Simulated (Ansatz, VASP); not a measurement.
**Ga: VASP beside Ansatz**

```
Ga
1.0
     1.46450   -4.10565    0.00000
     1.46450    4.10565    0.00000
     0.00000    0.00000    3.17000
Ga
2
Direct
  0.86700 0.13300 0.25000
  0.13300 0.86700 0.75000
```

Change from the starting cell: equal xx and yy strain of +1 %.

Alike in both runs: task single point; functional LDA; k mesh 12 × 12 × 10; occupations fermi-dirac, width 0.08 eV; no spin polarisation.

```csv
,VASP,Ansatz
version,VASP 6.6.1,Ansatz 0.2.0
potentials or method,"VASP PAW LDA potentials, release 64 (Ga_d), cutoff 520 eV","all-electron LAPW, scalar-relativistic"
```

```csv
,VASP,Ansatz,Ansatz less VASP
pressure (GPa),-4.5,-4.6,-0.08
"traceless stress, the component that is largest in VASP (GPa)",-2.01,-2.01,+0.008
rms of the force components (eV/Å),0.100,0.098,-0.0018
```

LDA's correlation is that of Perdew and Zunger in VASP and of Perdew and Wang (1992) in Ansatz. Atom by atom the forces differ by 0.002 eV/Å (rms over components). Ansatz ran all-electron here, and VASP with PAW potentials.
